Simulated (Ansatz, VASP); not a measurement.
# ZnCu in VASP and in Ansatz

File INCAR:

```
SYSTEM = ZnCu
PREC = Accurate
ENCUT = 600
EDIFF = 1E-6
ISMEAR = 0
SIGMA = 0.1
LREAL = .False.
LASPH = .True.
NELM = 80
ALGO = Normal
ISIF = 3
LWAVE = .False.
LCHARG = .False.
GGA = PE
IBRION = 2
NSW = 100
EDIFFG = -0.005
```

Contents of KPOINTS:

```
regular mesh
0
Gamma
  14 14 14
  0 0 0
```

POSCAR

```
ZnCu
1.0
    2.9654074270      0.0000000000      0.0000000000
    0.0000000000      2.9654074270      0.0000000000
    0.0000000000      0.0000000000      2.9654074270
Cu Zn
1 1
Direct
    0.5000000000      0.5000000000      0.5000000000
    0.0000000000      0.0000000000      0.0000000000
```

Input for Ansatz:

```yaml
crystal:
  lattice:
    - [2.965407427, 0.0, 0.0]
    - [0.0, 2.965407427, 0.0]
    - [0.0, 0.0, 2.965407427]
  atoms:
    - { symbol: Cu, position: [0.5, 0.5, 0.5] }
    - { symbol: Zn, position: [0.0, 0.0, 0.0] }
basis:
  ecutwfc: 420
kpoints:
  mp_grid: { grid: [14, 14, 14] }
hamiltonian:
  xc: pbe
scf:
  occupations: { method: gaussian, width: 0.1 }
output:
  forces: true
  stress: true
  eigenvalues: true
relax:
  adjacent_minimum: "off"
  f_tol: 0.005
  max_steps: 80
  cell: { stress_tol: 0.05 }
```

Alike in both runs: task relaxation of cell and atoms; functional PBE; k mesh 14 × 14 × 14; occupations gaussian, width 0.1 eV; no spin polarisation.

|  | VASP | Ansatz |
| --- | --- | --- |
| version | VASP 6.6.1 | Ansatz 0.2.0 |
| potentials or method | VASP PAW PBE potentials, release 64 (Cu, Zn), cutoff 600 eV | scalar-relativistic, plane waves, PAW |
| valence electrons in the cell | 23 | 31 |

```tsv
	VASP	Ansatz	Ansatz less VASP
gap on the k mesh at the Fermi level, each at its own relaxed structure (eV)	none	none	-
relaxed volume (Å³/atom)	13.06	13.01	-0.054
relaxed cell length with the largest relative difference (Å)	2.967	2.963	-0.0041
```

A gap of «none» marks a metal or a gap that the smearing closes. VASP's potentials hold 23 valence electrons a cell and Ansatz's 31, so a difference there can come from the potentials and not from the codes.
